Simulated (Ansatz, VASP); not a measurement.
**SnO2: VASP beside Ansatz**

```
CELL_PARAMETERS angstrom
4.58552 0.00000 0.00000
0.00000 4.58553 0.00000
0.00000 0.00000 3.15850
ATOMIC_POSITIONS crystal
Sn 0.50000 0.50000 0.50000
Sn 0.00000 0.00000 0.00000
O 0.26873 0.34352 0.00000
O 0.76873 0.15648 0.50000
O 0.23127 0.84352 0.50000
O 0.73127 0.65648 0.00000
```

Alike in both runs: functional PBE; k mesh 6 × 6 × 10; occupations gaussian, width 0.05 eV; no spin polarisation.

Ansatz relaxed the structure, and its values are those at the end. VASP's run is a single point on that final structure, the one shown.

|  | VASP | Ansatz |
| --- | --- | --- |
| version | VASP 6.6.1 | Ansatz 0.2.0 |
| potentials or method | VASP PAW PBE potentials, release 64 (Sn_d, O), cutoff 520 eV | scalar-relativistic, plane waves, PAW |
| valence electrons in the cell | 52 | 52 |

```tsv
	VASP	Ansatz	Ansatz less VASP
gap on the k mesh at the Fermi level (eV)	2.25	2.26	+0.010
least direct gap on the mesh (eV)	2.27	2.28	+0.011
pressure (GPa)	26.8	25.9	-0.94
rms of the force components (eV/Å)	0.009	0.001	-0.0086
```

Ansatz's warnings: stress scf threshold loose.
